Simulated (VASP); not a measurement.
# Mg3Sn2N2 (P-3m1) in VASP: a series of runs, part 2 of 2

VASP 6.6.1. Earlier steps stand in the parts before.

## (3) Single point, PBE

The COD entry that gives the cell may itself be a prediction, so a difference from it is no test against experiment.

This run uses another cell than the first one, of 18.00 Å³/atom, 1.059 times its volume.

Input file INCAR:

```
ALGO     = Normal         # electronic algorithm
EDIFF    = 1E-6           # SCF threshold, eV
ENCUT    = 520            # plane-wave cutoff, eV
GGA      = PE             # functional
ISIF     = 2              # what is computed and relaxed
ISMEAR   = 0              # smearing method
LASPH    = T              # aspherical terms in the spheres
LCHARG   = F              # write CHGCAR
LREAL    = F              # projectors in reciprocal space
LWAVE    = F              # write WAVECAR
NBANDS   = 31             # bands
NELM     = 100            # most SCF steps
PREC     = Accurate       # precision mode
SIGMA    = 0.2            # smearing width, eV
```

Input file KPOINTS:

```
k-points
0
Gamma
  5 5 2
```

Input file POSCAR:

```
Mg3Sn2N2
1.0
    3.6453456113      0.0000000000      0.0000000000
   -1.8226728056      3.1569619050      0.0000000000
    0.0000000000      0.0000000000     10.9476102845
Mg Sn N
3 2 2
Direct
    0.3333333333      0.6666666667      0.5879701031
    0.6666666667      0.3333333333      0.4120298969
    0.0000000000      0.0000000000      0.0000000000
    0.6666666667      0.3333333333      0.8068410789
    0.3333333333      0.6666666667      0.1931589211
    0.3333333333      0.6666666667      0.3859878634
    0.6666666667      0.3333333333      0.6140121366
```

Potentials or basis: VASP PAW PBE potentials, release 64 (Mg, Sn_d, N).

Command:

```sh
$ cat potpaw_PBE.64/Mg/POTCAR potpaw_PBE.64/Sn_d/POTCAR potpaw_PBE.64/N/POTCAR > POTCAR
$ mpirun -np 1 vasp_std > vasp.out
```

OUTCAR:

```text
EDIFF = 1E-6
   ENCUT = 520
   GGA = PE
   ISIF = 2
   ISMEAR = 0
   LASPH = T
   LREAL = F
   NELM = 100
   PREC = Accurate

 ion  position               nearest neighbor table
   1  0.333  0.667  0.588-   7 2.12   7 2.12   7 2.12   6 2.21   2 2.85   2 2.85   2 2.85   4 3.19
                             4 3.19   4 3.19
   2  0.667  0.333  0.412-   6 2.12   6 2.12   6 2.12   7 2.21   1 2.85   1 2.85   1 2.85   5 3.19
                             5 3.19   5 3.19
   3  0.000  0.000  0.000-   4 2.98   5 2.98   4 2.98   5 2.98   4 2.98   5 2.98
   4  0.667  0.333  0.807-   7 2.11   3 2.98   3 2.98   3 2.98   1 3.19   1 3.19   1 3.19
   5  0.333  0.667  0.193-   6 2.11   3 2.98   3 2.98   3 2.98   2 3.19   2 3.19   2 3.19
   6  0.333  0.667  0.386-   5 2.11   2 2.12   2 2.12   2 2.12   1 2.21
   7  0.667  0.333  0.614-   4 2.11   1 2.12   1 2.12   1 2.12   2 2.21

  LATTYP: Found a hexagonal cell.
 ALAT       =     3.6453456113
 C/A-ratio  =     3.0031748569

  Lattice vectors:

 A1 = (   3.6453456113,   0.0000000000,   0.0000000000)
 A2 = (  -1.8226728056,   3.1569619050,   0.0000000000)
 A3 = (   0.0000000000,   0.0000000000,  10.9476102845)

[... 174 lines left out ...]
 fundamental gap:      0.0566223427
 Fermi energy:         5.6222348740

 k-point     1 :       0.0000    0.0000    0.0000
  band No.  band energies     occupation
      1     -16.0889      2.00000
      2     -16.0889      2.00000
      3     -16.0888      2.00000
      4     -16.0888      2.00000
      5     -16.0711      2.00000
      6     -16.0671      2.00000
[... 329 lines left out ...]
     30      10.9756      0.00000
     31      12.3605      0.00000

------------------------ aborting loop because EDIFF is reached ----------------------------------------

  FORCE on cell =-STRESS in cart. coord.  units (eV):
  Direction    XX          YY          ZZ          XY          YZ          ZX
  --------------------------------------------------------------------------------------
  -------------------------------------------------------------------------------------
  Total       -0.2207864     -0.2207864      0.2215488     -0.0000000      0.0000000     -0.0000000
  in kB       -2.8077308     -2.8077308      2.8174261     -0.0000000      0.0000000     -0.0000000
  external PRESSURE =      -0.9326785 kB  Pullay stress =       0.0000000 kB

 VOLUME and BASIS-vectors are now :
 -----------------------------------------------------------------------------
  energy-cutoff  :      520.00
  volume of cell :      125.99
      direct lattice vectors                 reciprocal lattice vectors
     3.645345611  0.000000000  0.000000000     0.274322412  0.158380118  0.000000000
    -1.822672806  3.156961905  0.000000000     0.000000000  0.316760237  0.000000000
     0.000000000  0.000000000 10.947610284     0.000000000  0.000000000  0.091344136

 POSITION                                       TOTAL-FORCE (eV/Angst)
 -----------------------------------------------------------------------------------
     -0.00000      2.10464      6.43687        -0.000000     -0.000000     -0.018968
      1.82267      1.05232      4.51074        -0.000000      0.000000      0.018968
      0.00000      0.00000      0.00000         0.000000      0.000000      0.000000
      1.82267      1.05232      8.83298         0.000000     -0.000000      0.011346
     -0.00000      2.10464      2.11463        -0.000000      0.000000     -0.011346
     -0.00000      2.10464      4.22564        -0.000000      0.000000      0.027760
      1.82267      1.05232      6.72197         0.000000     -0.000000     -0.027760
 -----------------------------------------------------------------------------------
    total drift:                                0.000000     -0.000000      0.000000

  FREE ENERGIE OF THE ION-ELECTRON SYSTEM (eV)
  ---------------------------------------------------
  free  energy   TOTEN  =       -30.9658663887 eV

  energy  without entropy=      -30.9227455559  energy(sigma->0) =      -30.94430597
```

OSZICAR:

```text
N       E                     dE             d eps       ncg     rms          rms(c)
DAV:   1     0.408716424999E+03    0.40872E+03   -0.20914E+04   641   0.173E+03
DAV:   2     0.281282448740E+02   -0.38059E+03   -0.36206E+03   673   0.476E+02
DAV:   3    -0.339316830477E+02   -0.62060E+02   -0.60414E+02   740   0.163E+02
DAV:   4    -0.376175463426E+02   -0.36859E+01   -0.36679E+01   742   0.436E+01
DAV:   5    -0.377256462684E+02   -0.10810E+00   -0.10803E+00   749   0.786E+00    0.136E+01
DAV:   6    -0.308762219711E+02    0.68494E+01   -0.30449E+01   948   0.370E+01    0.582E+00
DAV:   7    -0.310444465757E+02   -0.16822E+00   -0.52912E+00   669   0.108E+01    0.362E+00
DAV:   8    -0.309874833993E+02    0.56963E-01   -0.60451E-01   762   0.356E+00    0.148E+00
DAV:   9    -0.309683770245E+02    0.19106E-01   -0.10028E-01   963   0.209E+00    0.398E-01
DAV:  10    -0.309685038105E+02   -0.12679E-03   -0.37360E-02   852   0.121E+00    0.379E-01
DAV:  11    -0.309658647615E+02    0.26390E-02   -0.88888E-03   726   0.531E-01    0.140E-01
DAV:  12    -0.309659763337E+02   -0.11157E-03   -0.46665E-03   813   0.279E-01    0.885E-02
DAV:  13    -0.309658712144E+02    0.10512E-03   -0.68986E-04   697   0.142E-01    0.273E-02
DAV:  14    -0.309658657724E+02    0.54419E-05   -0.62383E-05   725   0.512E-02    0.111E-02
DAV:  15    -0.309658663973E+02   -0.62480E-06   -0.12311E-05   690   0.188E-02    0.559E-03
DAV:  16    -0.309658663887E+02    0.85793E-08   -0.22717E-06   566   0.934E-03
   1 F= -.30965866E+02 E0= -.30944306E+02  d E =-.431208E-01
```

stdout:

```text
POSCAR found type information on POSCAR MgSnN
 POSCAR found :  3 types and       7 ions
 scaLAPACK will be used
 LDA part: xc-table for (Slater+PW92), standard interpolation
 POSCAR, INCAR and KPOINTS ok, starting setup
 FFT: planning ... GRIDC
 FFT: planning ... GRID_SOFT
 FFT: planning ... GRID
 WAVECAR not read
 entering main loop
```

Wall time 27 s (1 thread of Intel Xeon 6975P-C (Granite Rapids), shared host); peak memory 0.25 GiB.

What came out:

```yaml
Free_energy: -30.9659 eV
Pressure: -0.1 GPa
Largest_force: 0.028 eV/Å
Band_gap_on_the_k_mesh: zero (band 22 reaches 7.60 eV, above the bottom of band 23 at 4.80 eV)
```

Forces on the atoms (eV/Å):
```
Mg   0.000  0.000 -0.019
Mg   0.000  0.000  0.019
Mg   0.000  0.000  0.000
Sn   0.000  0.000  0.011
Sn   0.000  0.000 -0.011
N    0.000  0.000  0.028
N    0.000  0.000 -0.028
```

Stress tensor (GPa, compression positive):
```
-0.28  0.00  0.00
 0.00 -0.28  0.00
 0.00  0.00  0.28
```

Caveat: the k points lie up to 0.40 Å⁻¹ apart; spin-orbit coupling is left out, which moves the levels of the heavy elements.

## (4) Single point, PBE

This run uses another cell than the first one, of 17.22 Å³/atom, 1.013 times its volume.

Input file INCAR:

```
  PREC = Accurate
  ENCUT = 520
  EDIFF = 1E-6
  ISMEAR = 0
  SIGMA = 0.2
  LREAL = F
  LASPH = T
  NELM = 60
  ALGO = Normal
  ISIF = 2
  LWAVE = F
  LCHARG = F
  GGA = PE
  NBANDS = 31
```

Input file KPOINTS:

```
Automatic mesh
0
Gamma
  6 6 2
```

Input file POSCAR:

```
Mg3Sn2N2
1.0
    3.3212641102      0.0000000000      0.0000000000
   -1.6606320551      2.8762990921      0.0000000000
    0.0000000000      0.0000000000     12.6187433343
Mg Sn N
3 2 2
Direct
    0.0000000000      0.0000000000      0.0000000000
    0.6666666667      0.3333333333      0.1649853428
    0.3333333333      0.6666666667      0.8350146572
    0.3333333333      0.6666666667      0.3863216192
    0.6666666667      0.3333333333      0.6136783808
    0.3333333333      0.6666666667      0.1065673651
    0.6666666667      0.3333333333      0.8934326349
```

Command:

```sh
$ cat potpaw_PBE.64/Mg/POTCAR potpaw_PBE.64/Sn_d/POTCAR potpaw_PBE.64/N/POTCAR > POTCAR
$ mpirun -np 1 vasp_std > vasp.out
```

Run time: 42 s. Hardware: 1 thread of Intel Xeon 6975P-C (Granite Rapids), shared host; peak memory 0.28 GiB.

Results (log left out):

| Property | Result |
| --- | --- |
| Free energy | -31.4219 eV |
| Pressure | -0.1 GPa |
| Largest force | 0.326 eV/Å |
| Band gap on the k mesh | zero (band 22 reaches 6.64 eV, above the bottom of band 23 at 4.26 eV) |

Forces on the atoms (eV/Å):
```
Mg   0.000  0.000  0.000
Mg   0.000  0.000 -0.015
Mg   0.000  0.000  0.015
Sn   0.000  0.000 -0.326
Sn   0.000  0.000  0.326
N    0.000  0.000 -0.002
N    0.000  0.000  0.002
```

Stress tensor (GPa, compression positive):
```
-0.67  0.00  0.00
 0.00 -0.67  0.00
 0.00  0.00  1.11
```

Levels at points of the mesh, in eV from the Fermi level:
| k point | band 20 | band 21 | band 22 | band 23 | band 24 | band 25 |
| --- | --- | --- | --- | --- | --- | --- |
| (0.00, 0.00, 0.00) | -0.17 | -0.17 | 1.12 | 3.00 | 5.14 | 6.57 |
| (0.50, 0.00, 0.00) | -1.20 | -1.17 | -0.75 | 0.39 | 1.67 | 2.87 |
| (0.00, 0.00, 0.50) | -0.17 | -0.17 | -0.13 | 4.21 | 4.38 | 6.43 |
| (0.50, 0.00, 0.50) | -1.32 | -1.20 | -0.75 | 0.44 | 1.31 | 2.87 |

Caveat: the k points lie up to 0.36 Å⁻¹ apart; spin-orbit coupling is left out, which moves the levels of the heavy elements.

## (5) Single point, PBE

This run uses another cell than the first one, of 17.38 Å³/atom, 1.022 times its volume.

Input file INCAR:

```
ALGO     = Normal         # electronic algorithm
EDIFF    = 1E-6           # SCF threshold, eV
ENCUT    = 520            # plane-wave cutoff, eV
GGA      = PE             # functional
ISIF     = 2              # what is computed and relaxed
ISMEAR   = 0              # smearing method
LASPH    = True           # aspherical terms in the spheres
LCHARG   = False          # write CHGCAR
LREAL    = False          # projectors in reciprocal space
LWAVE    = False          # write WAVECAR
NBANDS   = 31             # bands
NELM     = 100            # most SCF steps
PREC     = Accurate       # precision mode
SIGMA    = 0.2            # smearing width, eV
```

Input file KPOINTS:

```
k-points
0
Gamma
  6 6 2
```

Input file POSCAR:

```
Mg3Sn2N2
1.0
    3.2597882811      0.0000000000      0.0000000000
   -1.6298941406      2.8230594624      0.0000000000
    0.0000000000      0.0000000000     13.2190214720
Mg Sn N
3 2 2
Direct
    0.0000000000      0.0000000000      0.0000000000
    0.6666666667      0.3333333333      0.1646980323
    0.3333333333      0.6666666667      0.8353019677
    0.0000000000      0.0000000000      0.3848413909
    0.0000000000      0.0000000000      0.6151586091
    0.6666666667      0.3333333333      0.8979087267
    0.3333333333      0.6666666667      0.1020912733
```

Command:

```sh
$ cat potpaw_PBE.64/Mg/POTCAR potpaw_PBE.64/Sn_d/POTCAR potpaw_PBE.64/N/POTCAR > POTCAR
$ mpirun -np 1 vasp_std > vasp.out
```

Run time: 35 s. Hardware: 1 thread of Intel Xeon 6975P-C (Granite Rapids), shared host; peak memory 0.24 GiB.

The run converged. Its results:

```yaml
Free_energy: -31.5221 eV
Pressure: -0.3 GPa
Largest_force: 0.027 eV/Å
Band_gap_on_the_k_mesh: zero (band 22 reaches 5.98 eV, above the bottom of band 23 at 4.30 eV)
```

Forces on the atoms (eV/Å):
```
Mg   0.000  0.000  0.000
Mg   0.000  0.000 -0.027
Mg   0.000  0.000  0.027
Sn   0.000  0.000 -0.016
Sn   0.000  0.000  0.016
N    0.000  0.000  0.018
N    0.000  0.000 -0.018
```

Stress tensor (GPa, compression positive):
```
-0.42  0.00  0.00
 0.00 -0.42  0.00
 0.00  0.00 -0.04
```

Levels at points of the mesh, in eV from the Fermi level:
| k point | band 19 | band 20 | band 21 | band 22 | band 23 | band 24 | band 25 | band 26 |
| --- | --- | --- | --- | --- | --- | --- | --- | --- |
| (0.00, 0.00, 0.00) | -0.08 | 0.19 | 0.19 | 0.77 | 2.82 | 5.46 | 6.59 | 7.27 |
| (0.50, 0.00, 0.00) | -1.42 | -1.13 | -0.86 | -0.45 | -0.06 | 2.62 | 3.03 | 3.63 |
| (0.00, 0.00, 0.50) | -0.08 | -0.08 | 0.19 | 0.19 | 3.95 | 4.47 | 6.60 | 7.27 |
| (0.50, 0.00, 0.50) | -1.34 | -0.87 | -0.86 | -0.45 | -0.41 | 2.50 | 3.32 | 3.63 |

Caveat: the k points lie up to 0.37 Å⁻¹ apart; spin-orbit coupling is left out, which moves the levels of the heavy elements.

## (6) Single point, PBE

This run uses another cell than the first one, of 28.07 Å³/atom, 1.651 times its volume.

Input file INCAR:

```
SYSTEM = Mg3Sn2N2
ALGO = Normal
EDIFF = 1E-6
ENCUT = 520
GGA = PE
ISIF = 2
ISMEAR = 0
LASPH = .TRUE.
LCHARG = .FALSE.
LREAL = .FALSE.
LWAVE = .FALSE.
NBANDS = 31
NELM = 100
PREC = Accurate
SIGMA = 0.2
```

Input file KPOINTS:

```
k-points
0
G
  4 4 3
  0 0 0
```

Input file POSCAR:

```
Mg3Sn2N2
1.0
    6.3533665583     -0.0000000034      0.0000000000
   -3.1766832762      5.5021768407      0.0000000000
    0.0000000000      0.0000000000      5.6214775822
Mg Sn N
3 2 2
Direct
    0.5000000000      0.0000000000      0.5000000000
    0.0000000000      0.5000000000      0.5000000000
    0.5000000000      0.5000000000      0.5000000000
    0.3333333333      0.6666666667     -0.0027811750
    0.6666666667      0.3333333333      1.0027811750
    0.3333333333      0.6666666667      0.3795332515
    0.6666666667      0.3333333333      0.6204667485
```

Potentials or basis: VASP PAW PBE potentials, release 64 (Mg, Sn_d, N).

Command:

```sh
$ cat potpaw_PBE.64/Mg/POTCAR potpaw_PBE.64/Sn_d/POTCAR potpaw_PBE.64/N/POTCAR > POTCAR
$ mpirun -np 1 vasp_std > vasp.out
```

Run time: 40 s. Hardware: 1 thread of Intel Xeon 6975P-C (Granite Rapids), shared host; peak memory 0.32 GiB.

Results (log left out):

```
Free energy            : -28.9988 eV
Pressure               : 0.0 GPa
Largest force          : 0.060 eV/Å
Band gap on the k mesh : zero (band 22 reaches 2.92 eV, above the bottom of band 23 at 2.29 eV)
```

Forces on the atoms (eV/Å):
```
Mg   0.000  0.000  0.000
Mg   0.000  0.000  0.000
Mg   0.000  0.000  0.000
Sn   0.000  0.000 -0.018
Sn   0.000  0.000  0.018
N    0.000  0.000  0.060
N    0.000  0.000 -0.060
```

Stress tensor (GPa, compression positive):
```
-0.05  0.00  0.00
 0.00 -0.05  0.00
 0.00  0.00  0.11
```

Levels at points of the mesh, in eV from the Fermi level:
```csv
k point,band 20,band 21,band 22,band 23,band 24,band 25
"(0.00, 0.00, 0.00)",-3.58,-0.47,-0.47,0.23,0.93,0.93
"(0.50, 0.00, 0.00)",-3.34,-0.73,-0.42,1.10,1.38,2.27
```

Caveat: the k points lie up to 0.37 Å⁻¹ apart; spin-orbit coupling is left out, which moves the levels of the heavy elements.

## (7) Overview

```tsv
cell	k mesh	gap on the mesh (eV)	pressure (GPa)	largest force (eV/Å)
a = 3.341, b = 3.341, c = 12.311 Å, angles 90.0, 90.0, 120.0°, 7 atoms	5 × 5 × 2	none	-0.2	0.04
a = 3.645, b = 3.645, c = 10.948 Å, angles 90.0, 90.0, 120.0°, 7 atoms	5 × 5 × 2	none	-0.1	0.03
a = 3.321, b = 3.321, c = 12.619 Å, angles 90.0, 90.0, 120.0°, 7 atoms	6 × 6 × 2	none	-0.1	0.33
a = 3.260, b = 3.260, c = 13.219 Å, angles 90.0, 90.0, 120.0°, 7 atoms	6 × 6 × 2	none	-0.3	0.03
a = 6.353, b = 6.353, c = 5.621 Å, angles 90.0, 90.0, 120.0°, 7 atoms	4 × 4 × 3	none	0.0	0.06
```

Alike in all rows: task single point; level PBE; potentials or basis VASP PAW PBE potentials, release 64 (Mg, Sn_d, N); no spin polarisation; cutoff (eV) 520; smearing gaussian 0.2 eV.

Caveats: all runs use coarse meshes; spin-orbit coupling is left out, which moves the levels of the heavy elements.

Total energies depend on the potentials used, so only differences within one code and one set of settings carry meaning.
